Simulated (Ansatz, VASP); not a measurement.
# Two plane-wave programs on Al3GaN4

```
Al Ga N
1.0
     5.04341    0.00000    0.00011
     0.00000    3.13007    0.00000
    -0.00324    0.00000    5.41799
Al Ga N
3 1 4
Direct
  0.50023 0.50000 0.16733
  0.00092 0.50000 0.83481
  0.00109 0.00000 0.33169
  0.50994 0.98306 0.66620
  0.11117 0.00000 0.66633
  0.12245 0.50000 0.16716
  0.62512 0.50000 0.84019
  0.62319 0.00000 0.32629
```

Change from the starting cell: all Ga atoms moved +0.075 Å, as atom 4 along Cartesian [1 -1 0].

Alike in both runs: task single point; functional PBEsol; k mesh 6 × 8 × 4; occupations gaussian, width 0.05 eV; no spin polarisation.

|  | VASP | Ansatz |
| --- | --- | --- |
| version | VASP 6.6.1 | Ansatz 0.2.0 |
| potentials or method | VASP PAW PBE potentials, release 64 (Al, Ga_d, N), cutoff 520 eV | scalar-relativistic, plane waves, PAW |
| valence electrons in the cell | 42 | 42 |

|  | VASP | Ansatz | Ansatz less VASP |
| --- | --- | --- | --- |
| gap on the k mesh at the Fermi level (eV) | 3.45 | 3.44 | -0.016 |
| least direct gap on the mesh (eV) | 3.45 | 3.44 | -0.016 |
| pressure (GPa) | 0.2 | 0.2 | +0.08 |
| traceless stress, the component that is largest in VASP (GPa) | -1.05 | -1.07 | -0.021 |
| rms of the force components (eV/Å) | 0.302 | 0.306 | +0.0045 |

VASP's potentials were made for PBE, not for PBEsol. Atom by atom the forces differ by 0.006 eV/Å (rms over components). The functional is the same, so the differences come from potentials, cutoffs and numerics.
